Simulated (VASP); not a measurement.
Here is a VASP 6.6.1 calculation.

File INCAR:

```
SYSTEM = Sb
PREC = Accurate ; ENCUT = 520
EDIFF = 1E-6 ; ISMEAR = -1
SIGMA = 0.05 ; LREAL = .FALSE.
LASPH = .TRUE. ; NELM = 100
ALGO = Normal ; ISIF = 2
LWAVE = .FALSE. ; LCHARG = .FALSE.
GGA = PS ; NBANDS = 8
```

Contents of KPOINTS:

```
Automatic mesh
0
G
  8 8 8
  0 0 0
```

The input POSCAR:

```
Sb
1.0
    0.0000000000      2.3712425216      2.3712425216
    2.3712425216      0.0000000000      2.3712425216
    2.3712425216      2.3712425216      0.0000000000
Sb
1
Direct
    0.0000000000      0.0000000000      0.0000000000
```

Potentials or basis: VASP PAW PBE potentials, release 64 (Sb).

Run with:

```console
$ cat potpaw_PBE.64/Sb/POTCAR > POTCAR
$ mpirun -np 1 vasp_std > vasp.out
```

Question: Predict the band gap on the k mesh.

Answer: Zero (an odd number of electrons rules out a gap without spin polarisation).

Question: Predict the pressure.

Answer: -0.6 GPa.

Caveat: the PAW data sets were made with another functional, which shifts forces and pressure a little; spin-orbit coupling is left out, which moves the levels of the heavy elements.
